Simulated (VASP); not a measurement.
# SiO2 (I-42d) in VASP: single point with PBEsol

Aim: the single point of SiO2 with PBEsol.

Program: VASP 6.6.1. These are calculated values, not measurements. Logs are shortened: lines on timing, memory, paths and dates and some standing lists are left out, and cuts for length are marked.

### 1 The cell of the first run

It takes space group I-42d (No. 122, tetragonal). The conventional cell has a = 4.982 Å, b = 4.982 Å, c = 7.335 Å, α = 90.00°, β = 90.00°, γ = 90.00°. Within 2.2 Å of Si (site symmetry -4) lie 4 O at 1.62 Å. O (site symmetry 2) has 2 Si at 1.62 Å within 2.2 Å.

### 2 Single point, PBEsol

Input file INCAR:

```
SYSTEM = SiO2
PREC = Accurate ; ENCUT = 520
EDIFF = 1E-6 ; ISMEAR = 0
SIGMA = 0.02 ; LREAL = Auto
LASPH = .TRUE. ; NELM = 100
ALGO = Normal ; ISIF = 2
LWAVE = .FALSE. ; LCHARG = .FALSE.
GGA = PS ; NBANDS = 82
```

Input file KPOINTS:

```
Automatic mesh
0
Gamma
  2 2 2
  0.5 0.5 0.5
```

Input file POSCAR:

```
SiO2
1.0
   -4.9817508079     -4.9817508079      0.0000000000
   -4.9817508079      4.9817508079      0.0000000000
    0.0000000000      0.0000000000     -7.3354258847
Si O
8 16
Direct
    0.5000000000      0.0000000000      0.5000000000
    0.5000000000      0.5000000000      0.0000000000
    1.0000000000      0.5000000000      0.5000000000
    1.0000000000      1.0000000000      0.0000000000
    0.2500000000      0.2500000000      0.2500000000
    0.2500000000      0.7500000000      0.7500000000
    0.7500000000      0.7500000000      0.2500000000
    0.7500000000      0.2500000000      0.7500000000
    0.3267857661      0.0767857661      0.3750000000
    0.3267857661      0.5767857661      0.8750000000
    0.8267857661      0.5767857661      0.3750000000
    0.8267857661      0.0767857661      0.8750000000
    0.0767857661      0.1732142339      0.1250000000
    0.0767857661      0.6732142339      0.6250000000
    0.5767857661      0.6732142339      0.1250000000
    0.5767857661      0.1732142339      0.6250000000
    0.4232142339      0.3267857661      0.1250000000
    0.4232142339      0.8267857661      0.6250000000
    0.9232142339      0.8267857661      0.1250000000
    0.9232142339      0.3267857661      0.6250000000
    0.1732142339      0.4232142339      0.3750000000
    0.1732142339      0.9232142339      0.8750000000
    0.6732142339      0.9232142339      0.3750000000
    0.6732142339      0.4232142339      0.8750000000
```

Potentials or basis: VASP PAW PBE potentials, release 64 (Si, O).

The run is started by

```bash
$ cat potpaw_PBE.64/Si/POTCAR potpaw_PBE.64/O/POTCAR > POTCAR
$ mpirun -np 1 vasp_std > vasp.out
```

OUTCAR:

```text
SYSTEM = SiO2
   PREC = Accurate
   ENCUT = 520
   EDIFF = 1E-6
   ISMEAR = 0
   LREAL = Auto
   LASPH = .TRUE.
   NELM = 100
   ISIF = 2
   GGA = PS

 ion  position               nearest neighbor table
   1  0.500  0.000  0.500-   9 1.62  16 1.62  18 1.62  23 1.62   5 3.09   6 3.09   7 3.09   8 3.09

   2  0.500  0.500  0.000-  10 1.62  15 1.62  17 1.62  24 1.62   5 3.09   6 3.09   7 3.09   8 3.09

   3  0.000  0.500  0.500-  11 1.62  14 1.62  20 1.62  21 1.62   5 3.09   6 3.09   7 3.09   8 3.09

   4  0.000  0.000  0.000-  12 1.62  13 1.62  19 1.62  22 1.62   5 3.09   6 3.09   7 3.09   8 3.09

   5  0.250  0.250  0.250-   9 1.62  13 1.62  17 1.62  21 1.62   1 3.09   2 3.09   3 3.09   4 3.09

   6  0.250  0.750  0.750-  10 1.62  14 1.62  18 1.62  22 1.62   1 3.09   2 3.09   3 3.09   4 3.09

   7  0.750  0.750  0.250-  11 1.62  15 1.62  19 1.62  23 1.62   1 3.09   2 3.09   3 3.09   4 3.09

   8  0.750  0.250  0.750-  12 1.62  16 1.62  20 1.62  24 1.62   1 3.09   2 3.09   3 3.09   4 3.09

   9  0.327  0.077  0.375-   1 1.62   5 1.62
  10  0.327  0.577  0.875-   2 1.62   6 1.62
  11  0.827  0.577  0.375-   3 1.62   7 1.62
  12  0.827  0.077  0.875-   4 1.62   8 1.62
  13  0.077  0.173  0.125-   4 1.62   5 1.62
  14  0.077  0.673  0.625-   3 1.62   6 1.62
[... 8 lines left out ...]
  23  0.673  0.923  0.375-   1 1.62   7 1.62
  24  0.673  0.423  0.875-   2 1.62   8 1.62

  LATTYP: Found a simple tetragonal cell.
 ALAT       =     7.0452595569
 C/A-ratio  =     1.0411860380

  Lattice vectors:

 A1 = (  -4.9817508079,  -4.9817508079,   0.0000000000)
 A2 = (  -4.9817508079,   4.9817508079,   0.0000000000)
 A3 = (   0.0000000000,   0.0000000000,  -7.3354258847)

Analysis of symmetry for initial positions (statically):
=====================================================================
 Subroutine PRICEL returns following result:

  LATTYP: Found a body centered tetragonal cell.
 ALAT       =     4.9817508079
 C/A-ratio  =     1.4724594159

  Lattice vectors:

 A1 = (   2.4908754040,  -2.4908754040,   3.6677129423)
 A2 = (  -2.4908754039,   2.4908754040,   3.6677129424)
 A3 = (  -2.4908754040,  -2.4908754039,  -3.6677129423)

   4 primitive cells build up your supercell.

 Routine SETGRP: Setting up the symmetry group for a
 simple tetragonal supercell.

 Subroutine GETGRP returns: Found  8 space group operations
 (whereof  4 operations were pure point group operations)
 out of a pool of 16 trial point group operations.

The static configuration has the point symmetry S_4 .
 The point group associated with its full space group is D_2d.

Analysis of symmetry for dynamics (positions and initial velocities):
=====================================================================
 Subroutine PRICEL returns following result:

  LATTYP: Found a body centered tetragonal cell.
 ALAT       =     4.9817508079
 C/A-ratio  =     1.4724594159

  Lattice vectors:

 A1 = (   2.4908754040,  -2.4908754040,   3.6677129423)
 A2 = (  -2.4908754039,   2.4908754040,   3.6677129424)
 A3 = (  -2.4908754040,  -2.4908754039,  -3.6677129423)

   4 primitive cells build up your supercell.

 Routine SETGRP: Setting up the symmetry group for a
 simple tetragonal supercell.

 Subroutine GETGRP returns: Found  8 space group operations
 (whereof  4 operations were pure point group operations)
 out of a pool of 16 trial point group operations.

The dynamic configuration has the point symmetry S_4 .
 The point group associated with its full space group is D_2d.

 Subroutine INISYM returns: Found  8 space group operations
 (whereof  4 operations are pure point group operations),
 and found     4 'primitive' translations

----------------------------------------------------------------------------------------

                                     Primitive cell

  volume of cell :      91.0247

  direct lattice vectors                    reciprocal lattice vectors
     2.490875404 -2.490875404  3.667712942     0.000000000 -0.200732642  0.136324736
    -2.490875404  2.490875404  3.667712942    -0.200732642  0.000000000  0.136324736
    -2.490875404 -2.490875404 -3.667712942    -0.200732642 -0.200732642  0.000000000

  length of vectors
     5.085374989  5.085374989  5.085374989     0.242647949  0.242647949  0.283878824

  position of ions in fractional coordinates (direct lattice)
     0.000000000  1.000000000  0.000000000
     0.750000000  0.250000000  0.500000000
     0.875000000  0.028571532  0.653571532
     0.778571532  0.125000000  0.153571532
     0.971428468  0.625000000  0.846428468
     0.375000000  0.221428468  0.346428468

  ion indices of the primitive-cell ions
   primitive index   ion index
                 1           1
                 2           5
                 3           9
                 4          16
                 5          18
                 6          23

----------------------------------------------------------------------------------------

 KPOINTS: Automatic mesh

Automatic generation of k-mesh.
 Grid dimensions read from file:
 generate k-points for:    2    2    2

 Generating k-lattice:

  Cartesian coordinates                     Fractional coordinates (reciprocal lattice)
    -0.050183160 -0.050183160  0.000000000     0.500000000  0.000000000  0.000000000
    -0.050183160  0.050183160  0.000000000     0.000000000  0.500000000  0.000000000
     0.000000000  0.000000000 -0.068162368     0.000000000  0.000000000  0.500000000

  Length of vectors
     0.070969706  0.070969706  0.068162368

  Shift w.r.t. Gamma in fractional coordinates (k-lattice)
     0.500000000  0.500000000  0.500000000

 Subroutine IBZKPT returns following result:
 ===========================================

 Found      1 irreducible k-points:

 Following reciprocal coordinates:
            Coordinates               Weight
  0.250000  0.250000  0.250000      8.000000
   k-points           NKPTS =      1   k-points in BZ     NKDIM =      1   number of bands    NBANDS=     82
   number of dos      NEDOS =    301   number of ions     NIONS =     24
   total plane-waves  NPLWV = 163296
   dimension x,y,z NGX =    54 NGY =   54 NGZ =   56
   dimension x,y,z NGXF=   108 NGYF=  108 NGZF=  112
   ions per type =               8  16
   NGX,Y,Z   is equivalent  to a cutoff of  12.74, 12.74, 12.69 a.u.
   NGXF,Y,Z  is equivalent  to a cutoff of  25.48, 25.48, 25.38 a.u.
 SYSTEM =  SiO2
   PREC   = accura    normal or accurate (medium, high low for compatibility)
   ISTART =      0    job   : 0-new  1-cont  2-samecut
   ICHARG =      2    charge: 1-file 2-atom 10-const
   ISPIN  =      1    spin polarized calculation?
   LNONCOLLINEAR =      F non collinear calculations
   LSORBIT =      F    spin-orbit coupling
   LASPH  =      T    aspherical Exc in radial PAW
   ENCUT  =  520.0 eV  38.22 Ry    6.18 a.u.  13.10 13.10 13.64*2*pi/ulx,y,z
   NELM   =    100;   NELMIN=  2; NELMDL= -5     # of ELM steps
   EDIFF  = 0.1E-05   stopping-criterion for ELM
   LREAL  =      T    real-space projection
   EDIFFG = 0.1E-04   stopping-criterion for IOM
   NSW    =      0    number of steps for IOM
   IBRION =     -1    ionic relax: 0-MD 1-quasi-New 2-CG
   NFREE  =      0    steps in history (QN), initial steepest desc. (CG)
   ISIF   =      2    stress and relaxation
   ISYM   =      2    0-nonsym 1-usesym 2-fastsym
   POTIM  = 0.5000    time-step for ionic-motion
   TEBEG  =    0.0;   TEEND  =   0.0 temperature during run
   PSTRESS=    0.0 pullay stress
   NELECT =     128.0000    total number of electrons
   NUPDOWN=      -1.0000    fix difference up-down
   EMIN   =  10.00;   EMAX   =-10.00  energy-range for DOS
   EFERMI =   0.00;   METHOD = LEGACY
   ISMEAR =     0;   SIGMA  =   0.02  broadening in eV -4-tet -1-fermi 0-gaus
   EFERMI_NEDOS =   21; number of points for ismear=-14 and -15
   IALGO  =     38    algorithm
   IMIX   =      4    mixing-type and parameters
     AMIX     =   0.40;   BMIX     =  1.00
     AMIX_MAG =   1.60;   BMIX_MAG =  1.00
  volume/ion in A,a.u.               =      15.17       102.38
  Fermi-wavevector in a.u.,A,eV,Ry     =   1.155416  2.183420 18.163589  1.334986
  Thomas-Fermi vector in A             =   2.292045
   LORBIT       =      0    0 simple, 1 ext, 2 COOP (PROOUT), +10 PAW based schemes
   GGA     = PS    functional components
   LHFCALC =     F    Hartree Fock is set to
   AEXX    =    0.0000 exact exchange contribution
   IVDW    =     0    specifies the selected vdW correction
   LEPSILON=     F    determine dielectric tensor
   LRPA    =     F    only Hartree local field effects (RPA)
 non-spin polarized calculation
 Gauss-broadening in eV      SIGMA  =   0.02
  energy-cutoff  :      520.00
  volume of cell :      364.10
 maximum number of plane-waves:      9804
 NGX is ok and might be reduce to    54
   NGX = 27   NGY = 27   NGZ = 27

 number of electron     127.9999999 magnetization

 Free energy of the ion-electron system (eV)
  ---------------------------------------------------
  ext. energy  EPLUGINS =         0.00000000
  ---------------------------------------------------
  free energy    TOTEN  =      -197.45672365 eV

  energy without entropy =     -197.45672365  energy(sigma->0) =     -197.45672365

 E-fermi :  -0.5118     XC(G=0):  -8.2392

 val. band max:       -0.6773716929   @ k =   0.2500   0.2500   0.2500
 cond. band min:       6.0979308512   @ k =   0.2500   0.2500   0.2500
 fundamental gap:      6.7753025441
 Fermi energy:        -0.5117897466

 k-point     1 :       0.2500    0.2500    0.2500
  band No.  band energies     occupation
      1     -19.5028      2.00000
      2     -19.1115      2.00000
      3     -19.1115      2.00000
      4     -19.1086      2.00000
      5     -18.4067      2.00000
      6     -18.4067      2.00000
[... 68 lines left out ...]
     75       9.0153      0.00000
     76       9.0542      0.00000
 [bands above 76 left out]

------------------------ aborting loop because EDIFF is reached ----------------------------------------

  FORCE on cell =-STRESS in cart. coord.  units (eV):
  Direction    XX          YY          ZZ          XY          YZ          ZX
  --------------------------------------------------------------------------------------
  -------------------------------------------------------------------------------------
  Total        1.1393521      1.1393521      1.1680272      0.0000000      0.0000000      0.0000000
  in kB        5.0135945      5.0135945      5.1397762      0.0000000      0.0000000      0.0000000
  external PRESSURE =       5.0556551 kB  Pullay stress =       0.0000000 kB

 VOLUME and BASIS-vectors are now :
 -----------------------------------------------------------------------------
  energy-cutoff  :      520.00
  volume of cell :      364.10
      direct lattice vectors                 reciprocal lattice vectors
    -4.981750808 -4.981750808  0.000000000    -0.100366321 -0.100366321  0.000000000
    -4.981750808  4.981750808  0.000000000    -0.100366321  0.100366321  0.000000000
     0.000000000  0.000000000 -7.335425885     0.000000000  0.000000000 -0.136324736

 POSITION                                       TOTAL-FORCE (eV/Angst)
 -----------------------------------------------------------------------------------
     -2.49088     -2.49088     -3.66771        -0.000000      0.000000     -0.000000
     -4.98175      0.00000      0.00000        -0.000000      0.000000     -0.000000
     -2.49088      2.49088     -3.66771        -0.000000      0.000000     -0.000000
      0.00000      0.00000      0.00000        -0.000000      0.000000     -0.000000
     -2.49088      0.00000     -1.83386        -0.000000      0.000000     -0.000000
     -4.98175      2.49088     -5.50157        -0.000000      0.000000     -0.000000
[... 16 lines left out ...]
     -7.95301      1.24544     -2.75078        -0.020982      0.000000      0.000000
     -5.46213     -1.24544     -6.41850        -0.020982      0.000000     -0.000000
 -----------------------------------------------------------------------------------
    total drift:                                0.000000      0.000000     -0.000000

  FREE ENERGIE OF THE ION-ELECTRON SYSTEM (eV)
  ---------------------------------------------------
  free  energy   TOTEN  =      -197.4567236544 eV

  energy  without entropy=     -197.4567236544  energy(sigma->0) =     -197.45672365
```

Run time: 54 s. Hardware: 1 thread of Intel Xeon Platinum 8488C (Sapphire Rapids), shared host; peak memory 0.37 GiB.

What came out:

```
Free energy   : -197.4567 eV
Pressure      : 0.5 GPa
Largest force : 0.021 eV/Å
```

Forces in eV/Å, atoms in the order of the input:
```
Si   0.000  0.000  0.000
Si   0.000  0.000  0.000
Si   0.000  0.000  0.000
Si   0.000  0.000  0.000
Si   0.000  0.000  0.000
Si   0.000  0.000  0.000
Si   0.000  0.000  0.000
Si   0.000  0.000  0.000
O    0.021  0.000  0.000
O    0.021  0.000  0.000
O    0.021  0.000  0.000
O    0.021  0.000  0.000
O    0.000  0.021  0.000
O    0.000  0.021  0.000
O    0.000  0.021  0.000
O    0.000  0.021  0.000
O    0.000 -0.021  0.000
O    0.000 -0.021  0.000
O    0.000 -0.021  0.000
O    0.000 -0.021  0.000
O   -0.021  0.000  0.000
O   -0.021  0.000  0.000
O   -0.021  0.000  0.000
O   -0.021  0.000  0.000
```

Levels at points of the mesh, in eV from the Fermi level:
| k point | band 61 | band 62 | band 63 | band 64 | band 65 | band 66 | band 67 | band 68 |
| --- | --- | --- | --- | --- | --- | --- | --- | --- |
| (0.25, 0.25, 0.25) | -0.28 | -0.28 | -0.26 | -0.17 | 6.61 | 8.19 | 8.25 | 8.25 |

Caveat: the PAW data sets were made with another functional, which shifts forces and pressure a little.
